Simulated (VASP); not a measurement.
# Ta4C3 (Pm-3m) in VASP: notebook, part 2 of 2

VASP 6.6.1.

**3. Relaxation of cell and atoms, PBEsol**

This run uses another cell than the first one, of 12.55 Å³/atom, 0.936 times its volume.

File INCAR:

```
  PREC = Accurate
  ENCUT = 600
  EDIFF = 1E-7
  ISMEAR = 0
  SIGMA = 0.1
  LREAL = F
  LASPH = T
  NELM = 100
  ALGO = Normal
  ISIF = 3
  LWAVE = F
  LCHARG = F
  GGA = PS
  IBRION = 2
  NSW = 100
  EDIFFG = -0.05
```

File KPOINTS:

```
Automatic mesh
0
Gamma
  4 4 4
```

File POSCAR:

```
Ta4C3
1.0
    4.4452810000      0.0000000000      0.0000000000
    0.0000000000      4.4452810000      0.0000000000
    0.0000000000      0.0000000000      4.4452810000
Ta C
4 3
Direct
    0.0000000000      0.5000000000      0.5000000000
    0.5000000000      0.0000000000      0.5000000000
    0.5000000000      0.5000000000      0.0000000000
    0.0000000000      0.0000000000      0.0000000000
    0.5000000000      0.0000000000      0.0000000000
    0.0000000000      0.5000000000      0.0000000000
    0.0000000000      0.0000000000      0.5000000000
```

Potentials or basis: VASP PAW PBE potentials, release 64 (Ta_pv, C).

On the command line:

```
$ cat potpaw_PBE.64/Ta_pv/POTCAR potpaw_PBE.64/C/POTCAR > POTCAR
$ mpirun -np 1 vasp_std > vasp.out
```

OUTCAR:

```text
PREC = Accurate
   ENCUT = 600
   EDIFF = 1E-7
   ISMEAR = 0
   LREAL = F
   LASPH = T
   NELM = 100
   ISIF = 3
   GGA = PS
   IBRION = 2
   NSW = 100
   EDIFFG = -0.05

 ion  position               nearest neighbor table
   1  0.000  0.500  0.500-   6 2.22   7 2.22   6 2.22   7 2.22   3 3.14   3 3.14   4 3.14   4 3.14
                             2 3.14   4 3.14   2 3.14   4 3.14   2 3.14   3 3.14   3 3.14   2 3.14
   2  0.500  0.000  0.500-   5 2.22   7 2.22   5 2.22   7 2.22   3 3.14   3 3.14   4 3.14   4 3.14
                             1 3.14   3 3.14   3 3.14   1 3.14   4 3.14   1 3.14   4 3.14   1 3.14
   3  0.500  0.500  0.000-   5 2.22   6 2.22   5 2.22   6 2.22   2 3.14   1 3.14   2 3.14   2 3.14
                             4 3.14   4 3.14   2 3.14   1 3.14   4 3.14   1 3.14   1 3.14   4 3.14
   4  0.000  0.000  0.000-   5 2.22   6 2.22   7 2.22   7 2.22   6 2.22   5 2.22   1 3.14   2 3.14
                             1 3.14   1 3.14   3 3.14   2 3.14   1 3.14   2 3.14   3 3.14   3 3.14
   5  0.500  0.000  0.000-   2 2.22   3 2.22   4 2.22   2 2.22   3 2.22   4 2.22
   6  0.000  0.500  0.000-   1 2.22   3 2.22   4 2.22   1 2.22   4 2.22   3 2.22
   7  0.000  0.000  0.500-   1 2.22   2 2.22   4 2.22   4 2.22   1 2.22   2 2.22

  LATTYP: Found a simple cubic cell.
 ALAT       =     4.4452810000

  Lattice vectors:

 A1 = (   4.4452810000,   0.0000000000,   0.0000000000)
 A2 = (   0.0000000000,   4.4452810000,   0.0000000000)
 A3 = (   0.0000000000,   0.0000000000,   4.4452810000)

Analysis of symmetry for initial positions (statically):
=====================================================================
 Subroutine PRICEL returns:
 Original cell was already a primitive cell.

 Routine SETGRP: Setting up the symmetry group for a
 simple cubic supercell.

 Subroutine GETGRP returns: Found 48 space group operations
 (whereof 48 operations were pure point group operations)
 out of a pool of 48 trial point group operations.

The static configuration has the point symmetry O_h .

Analysis of symmetry for dynamics (positions and initial velocities):
=====================================================================
 Subroutine PRICEL returns:
[... 116 lines left out ...]
   NUPDOWN=      -1.0000    fix difference up-down
   EMIN   =  10.00;   EMAX   =-10.00  energy-range for DOS
   EFERMI =   0.00;   METHOD = LEGACY
   ISMEAR =     0;   SIGMA  =   0.10  broadening in eV -4-tet -1-fermi 0-gaus
   EFERMI_NEDOS =   21; number of points for ismear=-14 and -15
   IALGO  =     38    algorithm
   IMIX   =      4    mixing-type and parameters
     AMIX     =   0.40;   BMIX     =  1.00
     AMIX_MAG =   1.60;   BMIX_MAG =  1.00
  volume/ion in A,a.u.               =      12.55        84.68
  Fermi-wavevector in a.u.,A,eV,Ry     =   1.408980  2.662587 27.010637  1.985226
  Thomas-Fermi vector in A             =   2.531083
   LORBIT       =      0    0 simple, 1 ext, 2 COOP (PROOUT), +10 PAW based schemes
   GGA     = PS    functional components
   LHFCALC =     F    Hartree Fock is set to
   AEXX    =    0.0000 exact exchange contribution
   IVDW    =     0    specifies the selected vdW correction
   LEPSILON=     F    determine dielectric tensor
   LRPA    =     F    only Hartree local field effects (RPA)
 conjugate gradient relaxation of ions
 non-spin polarized calculation
 Gauss-broadening in eV      SIGMA  =   0.10
  energy-cutoff  :      600.00
  volume of cell :       87.84
 maximum number of plane-waves:      3016
 NGX is ok and might be reduce to    36
   NGX = 17   NGY = 17   NGZ = 17

--------------------------------------- Ionic step        1  -------------------------------------------

 number of electron      56.0000005 magnetization

 Free energy of the ion-electron system (eV)
  ---------------------------------------------------
  ext. energy  EPLUGINS =         0.00000000
  ---------------------------------------------------
  free energy    TOTEN  =       -82.64781329 eV

  energy without entropy =      -82.63277796  energy(sigma->0) =      -82.64029562

------------------------ aborting loop because EDIFF is reached ----------------------------------------

  FORCE on cell =-STRESS in cart. coord.  units (eV):
  Direction    XX          YY          ZZ          XY          YZ          ZX
  --------------------------------------------------------------------------------------
  -------------------------------------------------------------------------------------
  Total       -4.3557563     -4.3557563     -4.3557563     -0.0000000      0.0000000     -0.0000000
  in kB      -79.4468164    -79.4468164    -79.4468164     -0.0000000      0.0000000     -0.0000000
  external PRESSURE =     -79.4468164 kB  Pullay stress =       0.0000000 kB
[... 69 lines left out ...]
--------------------------------------- Ionic step        3  -------------------------------------------

 number of electron      56.0000020 magnetization

 Free energy of the ion-electron system (eV)
  ---------------------------------------------------
  ext. energy  EPLUGINS =         0.00000000
  ---------------------------------------------------
  free energy    TOTEN  =       -82.70701031 eV

  energy without entropy =      -82.69210524  energy(sigma->0) =      -82.69955778

 E-fermi :   7.1844     XC(G=0): -13.0956

 val. band max:        7.0627128870   @ k =   0.5000   0.5000   0.5000
 cond. band min:       7.1984740872   @ k =   0.5000   0.2500   0.0000
 fundamental gap:      0.1357612002
 Fermi energy:         7.1844138463

 k-point     1 :       0.0000    0.0000    0.0000
  band No.  band energies     occupation
      1     -28.0817      2.00000
      2     -28.0817      2.00000
      3     -28.0817      2.00000
      4     -27.4254      2.00000
      5     -27.4254      2.00000
      6     -27.4254      2.00000
[... 383 lines left out ...]
  FREE ENERGIE OF THE ION-ELECTRON SYSTEM (eV)
  ---------------------------------------------------
  free  energy   TOTEN  =       -82.7070103141 eV

  energy  without entropy=      -82.6921052378  energy(sigma->0) =      -82.69955778

 reached required accuracy - stopping structural energy minimisation
```

OSZICAR:

```text
N       E                     dE             d eps       ncg     rms          rms(c)
DAV:   1     0.540543307737E+03    0.54054E+03   -0.33515E+04   660   0.195E+03
DAV:   2    -0.601375248573E+02   -0.60068E+03   -0.59240E+03   738   0.524E+02
DAV:   3    -0.927615580248E+02   -0.32624E+02   -0.32306E+02   837   0.106E+02
[... 32 lines left out ...]
DAV:   6    -0.827070104357E+02   -0.10234E-04   -0.37961E-04   800   0.138E-01    0.463E-02
DAV:   7    -0.827070104350E+02    0.72032E-09   -0.27287E-05   738   0.328E-02    0.181E-02
DAV:   8    -0.827070101767E+02    0.25834E-06   -0.16008E-06   837   0.668E-03    0.322E-03
DAV:   9    -0.827070103110E+02   -0.13430E-06   -0.14685E-07   459   0.225E-03    0.536E-04
DAV:  10    -0.827070103141E+02   -0.31350E-08   -0.14191E-08   391   0.795E-04
   3 F= -.82707010E+02 E0= -.82699558E+02  d E =-.591970E-01
```

Wall time 2.3 min (1 thread of AMD EPYC 7R43 (Zen 3), shared host); peak memory 0.19 GiB.

Results:

```yaml
Free_energy: -82.7070 eV
Relaxed_volume: 12.22 Å³/atom
Relaxed_cell: a = 4.407 Å, b = 4.407 Å, c = 4.407 Å, α = 90.00°, β = 90.00°, γ = 90.00°
Space_group_after_relaxing_to_0.05_Å: Pm-3m (No. 221)
Energy_gained_by_relaxing: 8.5 meV/atom
Ionic_steps: 3
Pressure_after_relaxing: -0.2 GPa
Band_gap_on_the_k_mesh: zero (band 28 reaches 7.44 eV, above the bottom of band 29 at 6.67 eV)
```

Step by step:
| step | energy change (eV) | largest force (eV/Å) | pressure (GPa) | volume (Å³) |
| --- | --- | --- | --- | --- |
| 1 | 0.0000 | 0.0000 | -7.94 | 87.84 |
| 2 | 0.3035 | 0.0000 | 22.98 | 80.17 |
| 3 | -0.0592 | 0.0000 | -0.20 | 85.56 |

Final structure:
```
Ta C
1.0
     4.40653    0.00000    0.00000
     0.00000    4.40653    0.00000
     0.00000    0.00000    4.40653
Ta C
4 3
Direct
  0.00000 0.50000 0.50000
  0.50000 0.00000 0.50000
  0.50000 0.50000 0.00000
  0.00000 0.00000 0.00000
  0.50000 0.00000 0.00000
  0.00000 0.50000 0.00000
  0.00000 0.00000 0.50000
```

Caveat: the PAW data sets were made with another functional, which shifts forces and pressure a little; spin-orbit coupling is left out, which moves the levels of the heavy elements.
